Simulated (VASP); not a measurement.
# Te: relaxation of cell and atoms with PBE

Crystal: Te.

```
Te
1.0
    -1.93544    1.93544    1.93544
     1.93544   -1.93544    1.93544
     1.93544    1.93544   -1.93544
Te
1
Direct
  0.00000 0.00000 0.00000
```

This isn't the form of Te at room conditions, which is trigonal, of chains.

```yaml
Program: VASP 6.6.1
Task: relaxation of cell and atoms
Functional: PBE
Potentials_or_basis: VASP PAW PBE potentials, release 64 (Te)
Cutoff: 600 eV
k_mesh: 14 × 14 × 14
Occupations: fermi-dirac, width 0.05 eV
Spin: no spin polarisation
Dipole_correction: no
Further_INCAR_settings: ALGO = Normal; EDIFF = 1e-06; IBRION = 2; EDIFFG = -0.005; NSW = 60; ISIF = 3
```

* Relaxed volume: 28.55 Å³/atom
* Relaxed cell: a = 3.335 Å, b = 3.335 Å, c = 3.335 Å, α = 109.47°, β = 109.47°, γ = 109.47°
* Space group after relaxing (to 0.1 Å): Im-3m (No. 229)
* Energy gained by relaxing: 1.2 meV/atom
* Ionic steps: 3
* Pressure after relaxing: 0.0 GPa
* Band gap on the k mesh: zero (bands 3 and 4 overlap by 5.89 eV)

Step by step:
| step | energy change (eV) | largest force (eV/Å) | pressure (GPa) | volume (Å³) |
| --- | --- | --- | --- | --- |
| 1 | 0.0000 | 0.0000 | -0.81 | 29.00 |
| 2 | -0.0010 | 0.0000 | 0.33 | 28.39 |
| 3 | -0.0012 | 0.0000 | 0.01 | 28.55 |

Final structure:
```
CELL_PARAMETERS angstrom
-1.92546 1.92546 1.92546
1.92546 -1.92546 1.92546
1.92546 1.92546 -1.92546
ATOMIC_POSITIONS crystal
Te 0.00000 0.00000 0.00000
```

Levels at points of the mesh, in eV from the Fermi level:
```
           k point  band 1  band 2  band 3  band 4  band 5  band 6  band 7
(0.00, 0.00, 0.00)  -13.78    3.02    3.02    3.02    9.82    9.92    9.92
(0.50, 0.00, 0.00)  -10.77   -5.83    0.10    2.04    5.57    6.53   12.92
(0.50, 0.50, 0.50)   -8.59   -2.88   -2.88   -2.88    3.01    3.01   17.23
```

Wall time 79 s on 1 thread of Intel Xeon 8259CL, with other jobs on the host, peak memory 0.17 GiB.

Caveat: spin-orbit coupling is left out, which moves the levels of the heavy elements.
